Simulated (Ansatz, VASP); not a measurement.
Two plane-wave programs on Cd5S

```
Cd S
1.0
     3.66653    0.00000    0.00000
    -1.83326    3.17530    0.00000
     0.00000    0.00000   12.21594
Cd S
5 1
Direct
  0.66667 0.33333 0.86220
  0.33333 0.66667 0.13780
  0.66667 0.33333 0.31729
  0.00000 0.00000 0.50000
  0.33333 0.66667 0.68271
  0.00000 0.00000 0.00000
```

Alike in both runs: functional PBE; k mesh 12 × 12 × 4; occupations gaussian, width 0.1 eV; no spin polarisation.

Ansatz relaxed the structure, and its values are those at the end. VASP's run is a single point on that final structure, the one shown.

|  | VASP | Ansatz |
| --- | --- | --- |
| version | VASP 6.6.1 | Ansatz 0.2.0 |
| potentials or method | VASP PAW PBE potentials, release 64 (Cd, S), cutoff 520 eV | scalar-relativistic, plane waves, PAW |
| valence electrons in the cell | 66 | 106 |

```csv
,VASP,Ansatz,Ansatz less VASP
gap on the k mesh at the Fermi level (eV),none,none,-
pressure (GPa),0.3,0.0,-0.27
rms of the force components (eV/Å),0.007,0.001,-0.0067
```

A gap of «none» marks a metal or a gap that the smearing closes. VASP's potentials hold 66 valence electrons a cell and Ansatz's 106, so a difference there can come from the potentials and not from the codes.
